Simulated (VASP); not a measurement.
# Cd2C (fluorite type) (Fm-3m) in VASP: a series of runs, part 2 of 2

VASP 6.6.1. Earlier steps stand in the parts before.

### Step 3. Single point, PBE

Contents of INCAR:

```
SYSTEM = Cd2C
PREC = Accurate ; ENCUT = 520
EDIFF = 1E-7 ; ISMEAR = 1
SIGMA = 0.15 ; LREAL = .False.
LASPH = .True. ; NELM = 60
ALGO = Normal ; ISIF = 2
LWAVE = .False. ; LCHARG = .True.
GGA = PE ; LELF = .True.
LVHAR = .True. ; NBANDS = 21
```

Contents of KPOINTS:

```
Automatic mesh
0
Gamma
  10 10 10
  0 0 0
```

Contents of POSCAR:

```
Cd2C
1.0
    0.0000000000      2.9436491030      2.9436491030
    2.9436491030      0.0000000000      2.9436491030
    2.9436491030      2.9436491030      0.0000000000
C Cd
1 2
Direct
    0.0000000000      0.0000000000      0.0000000000
    0.2500000000      0.2500000000      0.2500000000
    0.7500000000      0.7500000000      0.7500000000
```

Potentials or basis: VASP PAW PBE potentials, release 64 (C, Cd).

Launch:

```console
$ cat potpaw_PBE.64/C/POTCAR potpaw_PBE.64/Cd/POTCAR > POTCAR
$ mpirun -np 1 vasp_std > vasp.out
```

OUTCAR:

```text
SYSTEM = Cd2C
   PREC = Accurate
   ENCUT = 520
   EDIFF = 1E-7
   ISMEAR = 1
   LREAL = .False.
   LASPH = .True.
   NELM = 60
   ISIF = 2
   GGA = PE

 ion  position               nearest neighbor table
   1  0.000  0.000  0.000-   3 2.55   3 2.55   3 2.55   2 2.55   2 2.55   2 2.55   3 2.55   2 2.55

   2  0.250  0.250  0.250-   1 2.55   1 2.55   1 2.55   1 2.55   3 2.94   3 2.94   3 2.94   3 2.94
                             3 2.94   3 2.94
   3  0.750  0.750  0.750-   1 2.55   1 2.55   1 2.55   1 2.55   2 2.94   2 2.94   2 2.94   2 2.94
                             2 2.94   2 2.94

  LATTYP: Found a face centered cubic cell.
 ALAT       =     5.8872982060

  Lattice vectors:

 A1 = (   0.0000000000,   2.9436491030,   2.9436491030)
 A2 = (   2.9436491030,   0.0000000000,   2.9436491030)
 A3 = (   2.9436491030,   2.9436491030,   0.0000000000)

Analysis of symmetry for initial positions (statically):
=====================================================================
 Subroutine PRICEL returns:
 Original cell was already a primitive cell.

 Routine SETGRP: Setting up the symmetry group for a
 face centered cubic supercell.

[... 167 lines left out ...]

 E-fermi :   3.1797     XC(G=0): -11.0810

 val. band max:        3.0344583896   @ k =   0.1000   0.1000   0.0000
 cond. band min:       3.1835159824   @ k =   0.2000   0.0000   0.0000
 fundamental gap:      0.1490575927
 Fermi energy:         3.1797338510

 k-point     1 :       0.0000    0.0000    0.0000
  band No.  band energies     occupation
      1      -8.4542      2.00000
      2      -6.4866      2.00000
      3      -6.4866      2.00000
      4      -6.3553      2.00000
      5      -6.3553      2.00000
      6      -6.3553      2.00000
[... 565 lines left out ...]
     20      15.0875      0.00000
     21      15.4526      0.00000

 [... further k-points ...]

------------------------ aborting loop because EDIFF is reached ----------------------------------------

  FORCE on cell =-STRESS in cart. coord.  units (eV):
  Direction    XX          YY          ZZ          XY          YZ          ZX
  --------------------------------------------------------------------------------------
  -------------------------------------------------------------------------------------
  Total        0.2196376      0.2196376      0.2196376     -0.0000000     -0.0000000      0.0000000
  in kB        6.8980946      6.8980946      6.8980946     -0.0000000     -0.0000000      0.0000000
  external PRESSURE =       6.8980946 kB  Pullay stress =       0.0000000 kB

 VOLUME and BASIS-vectors are now :
 -----------------------------------------------------------------------------
  energy-cutoff  :      520.00
  volume of cell :       51.01
      direct lattice vectors                 reciprocal lattice vectors
     0.000000000  2.943649103  2.943649103    -0.169857202  0.169857202  0.169857202
     2.943649103  0.000000000  2.943649103     0.169857202 -0.169857202  0.169857202
     2.943649103  2.943649103  0.000000000     0.169857202  0.169857202 -0.169857202

 POSITION                                       TOTAL-FORCE (eV/Angst)
 -----------------------------------------------------------------------------------
      0.00000      0.00000      0.00000        -0.000000      0.000000      0.000000
      1.47182      1.47182      1.47182        -0.000000     -0.000000     -0.000000
      4.41547      4.41547      4.41547         0.000000      0.000000     -0.000000
 -----------------------------------------------------------------------------------
    total drift:                               -0.000000     -0.000000      0.000000

  FREE ENERGIE OF THE ION-ELECTRON SYSTEM (eV)
  ---------------------------------------------------
  free  energy   TOTEN  =        -7.3036760804 eV

  energy  without entropy=       -7.3040611879  energy(sigma->0) =       -7.30380445
```

OSZICAR:

```text
N       E                     dE             d eps       ncg     rms          rms(c)
DAV:   1     0.196309465719E+03    0.19631E+03   -0.15056E+04  1974   0.134E+03
DAV:   2    -0.189671658815E+01   -0.19821E+03   -0.19070E+03  2139   0.339E+02
DAV:   3    -0.911197063779E+01   -0.72153E+01   -0.71199E+01  2257   0.666E+01
DAV:   4    -0.915630321632E+01   -0.44333E-01   -0.44295E-01  2124   0.478E+00
DAV:   5    -0.915649958938E+01   -0.19637E-03   -0.19637E-03  2289   0.302E-01    0.985E+00
DAV:   6    -0.738175513495E+01    0.17747E+01   -0.96205E+00  2648   0.219E+01    0.768E+00
DAV:   7    -0.731967237144E+01    0.62083E-01   -0.55280E-01  2052   0.575E+00    0.457E+00
DAV:   8    -0.731231036850E+01    0.73620E-02   -0.15987E-01  2009   0.213E+00    0.554E-01
DAV:   9    -0.730368864907E+01    0.86217E-02   -0.21462E-02  2438   0.754E-01    0.206E-01
DAV:  10    -0.730363247859E+01    0.56170E-04   -0.28409E-03  2119   0.285E-01    0.446E-02
DAV:  11    -0.730367421089E+01   -0.41732E-04   -0.77487E-05  2194   0.683E-02    0.132E-02
DAV:  12    -0.730367641254E+01   -0.22017E-05   -0.98527E-06  2129   0.331E-02    0.734E-03
DAV:  13    -0.730367615734E+01    0.25521E-06   -0.12433E-06  2228   0.589E-03    0.404E-03
DAV:  14    -0.730367605607E+01    0.10127E-06   -0.68865E-07  2142   0.410E-03    0.104E-03
DAV:  15    -0.730367608041E+01   -0.24347E-07   -0.12363E-08  1152   0.728E-04
   1 F= -.73036761E+01 E0= -.73038044E+01  d E =0.385107E-03
```

stdout:

```text
POSCAR found type information on POSCAR C Cd
 POSCAR found :  2 types and       3 ions
 scaLAPACK will be used
 LDA part: xc-table for (Slater+PW92), standard interpolation
 POSCAR, INCAR and KPOINTS ok, starting setup
 FFT: planning ... GRIDC
 FFT: planning ... GRID_SOFT
 FFT: planning ... GRID
 WAVECAR not read
 entering main loop
```

Run time: 26 s. Hardware: 1 thread of AMD EPYC 9R45 (Zen 5), shared host; peak memory 0.17 GiB.

What came out:

| Quantity | Value |
| --- | --- |
| Free energy | -7.3037 eV |
| Pressure | 0.7 GPa |
| Band gap on the k mesh | zero (bands 14 and 15 overlap by 0.54 eV) |

### Step 4. Single point, PBE

Contents of INCAR:

```
SYSTEM = Cd2C
PREC     = Accurate       ! precision mode
ENCUT    = 520            ! plane-wave cutoff, eV
EDIFF    = 1E-6           ! SCF threshold, eV
ISMEAR   = 0              ! smearing method
SIGMA    = 0.2            ! smearing width, eV
LREAL    = .FALSE.        ! projectors in reciprocal space
LASPH    = .TRUE.         ! aspherical terms in the spheres
NELM     = 100            ! most SCF steps
ALGO     = Normal         ! electronic algorithm
ISIF     = 2              ! what is computed and relaxed
LWAVE    = .FALSE.        ! write WAVECAR
LCHARG   = .FALSE.        ! write CHGCAR
GGA      = PE             ! functional
NBANDS   = 21             ! bands
```

Contents of KPOINTS:

```
regular mesh
0
G
  10 10 10
  0 0 0
```

POSCAR is that of step 3.

Launch:

```console
$ cat potpaw_PBE.64/C/POTCAR potpaw_PBE.64/Cd/POTCAR > POTCAR
$ mpirun -np 1 vasp_std > vasp.out
```

Wall time 23 s (1 thread of AMD EPYC 9R45 (Zen 5), shared host); peak memory 0.17 GiB.

The run converged. Its results:

| Quantity | Value |
| --- | --- |
| Free energy | -7.3076 eV |
| Pressure | 0.7 GPa |
| Band gap on the k mesh | zero (bands 14 and 15 overlap by 0.54 eV) |

Levels at points of the mesh, in eV from the Fermi level:
```csv
k point,band 12,band 13,band 14,band 15,band 16,band 17
"(0.00, 0.00, 0.00)",-1.86,0.17,0.17,0.17,3.97,3.97
"(0.50, 0.00, 0.00)",-5.95,-0.64,-0.64,-0.36,4.40,5.06
"(0.50, 0.50, 0.00)",-4.55,-2.59,-2.59,0.89,1.50,5.07
```

### Step 5. The runs side by side

```csv
smearing,gap on the mesh (eV),pressure (GPa)
fermi-dirac 0.03 eV,none,0.7
methfessel-paxton 0.15 eV,none,0.7
gaussian 0.2 eV,none,0.7
```

Alike in all rows: task single point; level PBE; potentials or basis VASP PAW PBE potentials, release 64 (C, Cd); no spin polarisation; cell a = 4.163 Å, angles 60.0°, 3 atoms; k mesh 10 × 10 × 10; cutoff (eV) 520.

Total energies depend on the potentials used, so only differences within one code and one set of settings carry meaning.
